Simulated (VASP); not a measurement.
# Si2W (I4/mmm) in VASP: electric field gradients with PBE

Aim: the electric field gradients of Si2W with PBE.

All numbers are computed with VASP 6.6.1; they aren't measurements. Logs are shortened: lines on timing, memory, paths and dates and some standing lists are left out, and cuts for length are marked.

## Step 1: The cell of the first run

It takes space group I4/mmm (No. 139, tetragonal). Conventional cell: a = 3.229 Å, b = 3.229 Å, c = 7.868 Å, α = 90.00°, β = 90.00°, γ = 90.00°. Within 3.4 Å of Si (site symmetry 4mm) lie 9 Si at 2.60 to 3.23 Å and 5 W at 2.63 Å. W (site symmetry 4/mmm) has 10 Si at 2.63 Å and 4 W at 3.23 Å within 3.5 Å.

## Step 2: Electric field gradients, PBE

INCAR

```
SYSTEM = Si2W
ALGO = Normal ; EDIFF = 1E-8
ENCUT = 520 ; GGA = PE
ISIF = 2 ; ISMEAR = -1
LASPH = .True. ; LCHARG = .False.
LEFG = .True. ; LREAL = .False.
LWAVE = .False. ; NBANDS = 18
NELM = 60 ; PREC = Accurate
SIGMA = 0.05
```

KPOINTS

```
k-points
0
Gamma
  16 16 16
  0 0 0
```

POSCAR

```
Si2W
1.0
   -1.6144470994      1.6144470994      3.9338689186
    1.6144470994     -1.6144470994      3.9338689186
    1.6144470994      1.6144470994     -3.9338689186
Si W
2 1
Direct
    0.3345181044      0.3345181044      0.0000000000
    0.6654818956      0.6654818956      0.0000000000
    0.0000000000      0.0000000000      0.0000000000
```

Potentials or basis: VASP PAW PBE potentials, release 64 (Si, W_sv).

Started as:

```bash
> cat potpaw_PBE.64/Si/POTCAR potpaw_PBE.64/W_sv/POTCAR > POTCAR
> mpirun -np 1 vasp_std > vasp.out
```

OUTCAR:

```text
SYSTEM = Si2W
   EDIFF = 1E-8
   ENCUT = 520
   GGA = PE
   ISIF = 2
   ISMEAR = -1
   LASPH = .True.
   LREAL = .False.
   NELM = 60
   PREC = Accurate

 ion  position               nearest neighbor table
   1  0.335  0.335  0.000-   2 2.60   3 2.63   3 2.63   3 2.63   3 2.63   3 2.63   2 2.64   2 2.64
                             2 2.64   2 2.64
   2  0.665  0.665  0.000-   1 2.60   3 2.63   3 2.63   3 2.63   3 2.63   3 2.63   1 2.64   1 2.64
                             1 2.64   1 2.64
   3  0.000  0.000  0.000-   2 2.63   2 2.63   2 2.63   1 2.63   2 2.63   1 2.63   1 2.63   1 2.63
                             1 2.63   2 2.63

  LATTYP: Found a body centered tetragonal cell.
 ALAT       =     3.2288941988
 C/A-ratio  =     2.4366663485

  Lattice vectors:

 A1 = (  -1.6144470994,   1.6144470994,   3.9338689186)
 A2 = (   1.6144470994,  -1.6144470994,   3.9338689186)
 A3 = (   1.6144470994,   1.6144470994,  -3.9338689186)

Analysis of symmetry for initial positions (statically):
=====================================================================
 Subroutine PRICEL returns:
 Original cell was already a primitive cell.

 Routine SETGRP: Setting up the symmetry group for a
 body centered tetragonal supercell.

 Subroutine GETGRP returns: Found 16 space group operations
 (whereof 16 operations were pure point group operations)
 out of a pool of 16 trial point group operations.

The static configuration has the point symmetry D_4h.

Analysis of symmetry for dynamics (positions and initial velocities):
=====================================================================
 Subroutine PRICEL returns:
 Original cell was already a primitive cell.

 Routine SETGRP: Setting up the symmetry group for a
 body centered tetragonal supercell.

 Subroutine GETGRP returns: Found 16 space group operations
 (whereof 16 operations were pure point group operations)
 out of a pool of 16 trial point group operations.

The dynamic configuration has the point symmetry D_4h.

 Subroutine INISYM returns: Found 16 space group operations
 (whereof 16 operations are pure point group operations),
 and found     1 'primitive' translations

----------------------------------------------------------------------------------------

                                     Primitive cell

  volume of cell :      41.0136

  direct lattice vectors                    reciprocal lattice vectors
    -1.614447099  1.614447099  3.933868919     0.000000000  0.309703551  0.127101337
     1.614447099 -1.614447099  3.933868919     0.309703551  0.000000000  0.127101337
     1.614447099  1.614447099 -3.933868919     0.309703551  0.309703551  0.000000000

  length of vectors
     4.548428689  4.548428689  4.548428689     0.334770129  0.334770129  0.437986963

  position of ions in fractional coordinates (direct lattice)
     0.334518104  0.334518104  0.000000000
     0.665481896  0.665481896  0.000000000
     0.000000000  0.000000000  0.000000000

  ion indices of the primitive-cell ions
   primitive index   ion index
                 1           1
                 2           2
                 3           3

----------------------------------------------------------------------------------------

 KPOINTS: k-points

Automatic generation of k-mesh.
 Grid dimensions read from file:
 generate k-points for:   16   16   16

 Generating k-lattice:

  Cartesian coordinates                     Fractional coordinates (reciprocal lattice)
     0.000000000  0.019356472  0.007943834     0.062500000 -0.000000000  0.000000000
     0.019356472  0.000000000  0.007943834    -0.000000000  0.062500000  0.000000000
     0.019356472  0.019356472  0.000000000     0.000000000  0.000000000  0.062500000

  Length of vectors
     0.020923133  0.020923133  0.027374185

  Shift w.r.t. Gamma in fractional coordinates (k-lattice)
     0.000000000  0.000000000  0.000000000

 Subroutine IBZKPT returns following result:
 ===========================================

 Found    349 irreducible k-points:

 Following reciprocal coordinates:
            Coordinates               Weight
  0.000000  0.000000  0.000000      1.000000
  0.062500  0.000000  0.000000      8.000000
  0.125000  0.000000  0.000000      8.000000
  0.187500  0.000000  0.000000      8.000000
  0.250000  0.000000  0.000000      8.000000
  0.312500  0.000000 -0.000000      8.000000
[... 16 lines left out ...]
 -0.125000  0.062500  0.000000     16.000000
 -0.062500  0.062500  0.000000      4.000000
 [... further k-points ...]
   k-points           NKPTS =    349   k-points in BZ     NKDIM =    349   number of bands    NBANDS=     18
   number of dos      NEDOS =    301   number of ions     NIONS =      3
   total plane-waves  NPLWV =  46656
   dimension x,y,z NGX =    36 NGY =   36 NGZ =   36
   dimension x,y,z NGXF=    72 NGYF=   72 NGZF=   72
   ions per type =               2   1
   NGX,Y,Z   is equivalent  to a cutoff of  13.16, 13.16, 13.16 a.u.
   NGXF,Y,Z  is equivalent  to a cutoff of  26.32, 26.32, 26.32 a.u.
 SYSTEM =  Si2W
   PREC   = accura    normal or accurate (medium, high low for compatibility)
   ISTART =      0    job   : 0-new  1-cont  2-samecut
   ICHARG =      2    charge: 1-file 2-atom 10-const
   ISPIN  =      1    spin polarized calculation?
   LNONCOLLINEAR =      F non collinear calculations
   LSORBIT =      F    spin-orbit coupling
   LASPH  =      T    aspherical Exc in radial PAW
   ENCUT  =  520.0 eV  38.22 Ry    6.18 a.u.   8.46  8.46  8.46*2*pi/ulx,y,z
   NELM   =     60;   NELMIN=  2; NELMDL= -5     # of ELM steps
   EDIFF  = 0.1E-07   stopping-criterion for ELM
   LREAL  =      F    real-space projection
   EDIFFG = 0.1E-06   stopping-criterion for IOM
   NSW    =      0    number of steps for IOM
   IBRION =     -1    ionic relax: 0-MD 1-quasi-New 2-CG
   NFREE  =      0    steps in history (QN), initial steepest desc. (CG)
   ISIF   =      2    stress and relaxation
   ISYM   =      2    0-nonsym 1-usesym 2-fastsym
   POTIM  = 0.5000    time-step for ionic-motion
   TEBEG  =    0.0;   TEEND  =   0.0 temperature during run
   PSTRESS=    0.0 pullay stress
   NELECT =      22.0000    total number of electrons
   NUPDOWN=      -1.0000    fix difference up-down
   EMIN   =  10.00;   EMAX   =-10.00  energy-range for DOS
   EFERMI =   0.00;   METHOD = LEGACY
   ISMEAR =    -1;   SIGMA  =   0.05  broadening in eV -4-tet -1-fermi 0-gaus
   EFERMI_NEDOS =   21; number of points for ismear=-14 and -15
   IALGO  =     38    algorithm
   IMIX   =      4    mixing-type and parameters
     AMIX     =   0.40;   BMIX     =  1.00
     AMIX_MAG =   1.60;   BMIX_MAG =  1.00
  volume/ion in A,a.u.               =      13.67        92.26
  Fermi-wavevector in a.u.,A,eV,Ry     =   1.330168  2.513653 24.073433  1.769347
  Thomas-Fermi vector in A             =   2.459275
   LORBIT       =      0    0 simple, 1 ext, 2 COOP (PROOUT), +10 PAW based schemes
   GGA     = PE    functional components
   LHFCALC =     F    Hartree Fock is set to
   AEXX    =    0.0000 exact exchange contribution
   IVDW    =     0    specifies the selected vdW correction
   LEPSILON=     F    determine dielectric tensor
   LRPA    =     F    only Hartree local field effects (RPA)
 non-spin polarized calculation
  energy-cutoff  :      520.00
  volume of cell :       41.01
 maximum number of plane-waves:      1138
 NGX is ok and might be reduce to    36
   NGX = 17   NGY = 17   NGZ = 17

 number of electron      22.0000000 magnetization

 Free energy of the ion-electron system (eV)
  ---------------------------------------------------
  ext. energy  EPLUGINS =         0.00000000
  ---------------------------------------------------
  free energy    TOTEN  =       -24.81589747 eV

  energy without entropy =      -24.81379208  energy(sigma->0) =      -24.81484478

 E-fermi :  11.7515     XC(G=0): -12.4611

 val. band max:       11.7452228854   @ k =   0.0625   0.0625   0.0000
 cond. band min:      11.7575602845   @ k =  -0.3750   0.4375   0.3750
 fundamental gap:      0.0123373991
 Fermi energy:        11.7514973363

 k-point     1 :       0.0000    0.0000    0.0000
  band No.  band energies     occupation
      1     -62.1276      2.00000
      2     -26.3746      2.00000
      3     -26.3608      2.00000
      4     -26.3608      2.00000
      5      -2.2033      2.00000
      6       4.9992      2.00000
[... 10 lines left out ...]
     17      17.3534      0.00000
     18      17.3534      0.00000
[... 466 lines left out ...]
      2     -26.3731      2.00000
      3     -26.3684      2.00000
      4     -26.3675      2.00000
      5      -2.0781      2.00000
      6       5.1132      2.00000
[... 10 lines left out ...]
     17      17.4778      0.00000
     18      17.7205      0.00000

 [... further k-points ...]
[... 5 lines left out ...]
  --------------------------------------------------------------------------------------
  -------------------------------------------------------------------------------------
  Total        0.0292540      0.0292540      0.0123033      0.0000000      0.0000000     -0.0000000
  in kB        1.1427946      1.1427946      0.4806230      0.0000000      0.0000000     -0.0000000
  external PRESSURE =       0.9220707 kB  Pullay stress =       0.0000000 kB

 VOLUME and BASIS-vectors are now :
 -----------------------------------------------------------------------------
  energy-cutoff  :      520.00
  volume of cell :       41.01
      direct lattice vectors                 reciprocal lattice vectors
    -1.614447099  1.614447099  3.933868919     0.000000000  0.309703551  0.127101337
     1.614447099 -1.614447099  3.933868919     0.309703551  0.000000000  0.127101337
     1.614447099  1.614447099 -3.933868919     0.309703551  0.309703551  0.000000000

 POSITION                                       TOTAL-FORCE (eV/Angst)
 -----------------------------------------------------------------------------------
      0.00000      0.00000      2.63190        -0.000000     -0.000000     -0.001531
      0.00000      0.00000      5.23584         0.000000      0.000000      0.001531
      0.00000      0.00000      0.00000         0.000000      0.000000      0.000000
 -----------------------------------------------------------------------------------
    total drift:                               -0.000000     -0.000000      0.000000

  FREE ENERGIE OF THE ION-ELECTRON SYSTEM (eV)
  ---------------------------------------------------
  free  energy   TOTEN  =       -24.8158974740 eV

  energy  without entropy=      -24.8137920782  energy(sigma->0) =      -24.81484478

 Electric field gradients (V/A^2)
---------------------------------------------------------------------
 ion       V_xx      V_yy      V_zz      V_xy      V_xz      V_yz
---------------------------------------------------------------------
   1       4.595     4.595    -9.190    -0.000    -0.000    -0.000
   2       4.595     4.595    -9.190    -0.000    -0.000    -0.000
   3      68.288    68.288  -136.577    -0.000    -0.000    -0.000
---------------------------------------------------------------------

 Electric field gradients after diagonalization (V/A^2)
 (convention: |V_zz| > |V_xx| > |V_yy|)
----------------------------------------------------------------------
 ion       V_xx      V_yy      V_zz     asymmetry (V_yy - V_xx)/ V_zz
----------------------------------------------------------------------
   1       4.595     4.595    -9.190       0.000
   2       4.595     4.595    -9.190       0.000
   3      68.288    68.288  -136.577       0.000
----------------------------------------------------------------------

           NMR quadrupolar parameters

 Cq : quadrupolar parameter    Cq=e*Q*V_zz/h
 eta: asymmetry parameters     (V_yy - V_xx)/ V_zz
 Q  : nuclear electric quadrupole moment in mb (millibarn)
----------------------------------------------------------------------
 ion       Cq(MHz)       eta       Q (mb)
----------------------------------------------------------------------
   1      -0.022       0.000       1.000
   2      -0.022       0.000       1.000
   3      -0.330       0.000       1.000
----------------------------------------------------------------------
```

Run time: 6.8 min. Hardware: 1 thread of Intel Xeon 8259CL, shared host; peak memory 0.4 GiB.

Results:

| Property | Result |
| --- | --- |
| Free energy | -24.8159 eV |
| Pressure | 0.1 GPa |
| Band gap on the k mesh | zero (bands 11 and 12 overlap by 1.25 eV) |
| Largest electric field gradient by atom | Si -9.2; W -136.6 V/Å² |

Levels at points of the mesh, in eV from the Fermi level:
```tsv
k point	band 7	band 8	band 9	band 10	band 11	band 12	band 13	band 14	band 15	band 16
(0.00, 0.00, 0.00)	-3.75	-3.24	-2.80	-2.80	0.61	2.65	2.98	3.04	3.04	4.55
(0.50, 0.00, 0.00)	-5.67	-4.81	-2.74	-2.71	-0.41	2.66	2.76	3.91	4.31	5.08
(0.50, 0.50, 0.00)	-5.94	-5.50	-4.96	-3.19	-1.75	2.74	2.92	3.07	3.86	4.32
(0.50, 0.50, 0.50)	-3.75	-2.54	-0.84	-0.84	-0.48	-0.48	0.78	4.44	4.73	6.15
```

Electric field gradients, principal values (V/Å²):
```tsv
atom	least	middle	greatest (by size)
1 Si	4.595	4.595	-9.190
2 Si	4.595	4.595	-9.190
3 W	68.288	68.288	-136.577
```

Caveat: without QUAD_EFG the Cq values of the log hold for a quadrupole moment of 1 mb, not for the nuclei; spin-orbit coupling is left out, which moves the levels of the heavy elements.
